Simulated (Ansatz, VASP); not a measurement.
# InSb: VASP beside Ansatz

```
In Sb
1.0
     0.00000    3.28064    3.28064
     3.28064    0.00000    3.28064
     3.28064    3.28064    0.00000
In Sb
1 1
Cartesian
  0.0000 0.0000 0.0000
  1.6403 1.6403 1.6403
```

Alike in both runs: task single point; functional PBE; k mesh 6 × 6 × 6; occupations gaussian, width 0.1 eV; no spin polarisation.

|  | VASP | Ansatz |
| --- | --- | --- |
| version | VASP 6.6.1 | Ansatz 0.2.0 |
| potentials or method | VASP PAW PBE potentials, release 64 (In_d, Sb), cutoff 500 eV | scalar-relativistic, plane waves, PAW |
| valence electrons in the cell | 18 | 28 |

```csv
,VASP,Ansatz,Ansatz less VASP
gap on the k mesh at the Fermi level (eV),none,none,-
pressure (GPa),1.4,1.4,+0.02
```

A gap of «none» marks a metal or a gap that the smearing closes. With one functional, cell and mesh, what is left measures potentials, basis and numerics. VASP's potentials hold 18 valence electrons a cell and Ansatz's 28, so a difference there can come from the potentials and not from the codes.

Neither program's run includes spin-orbit coupling.
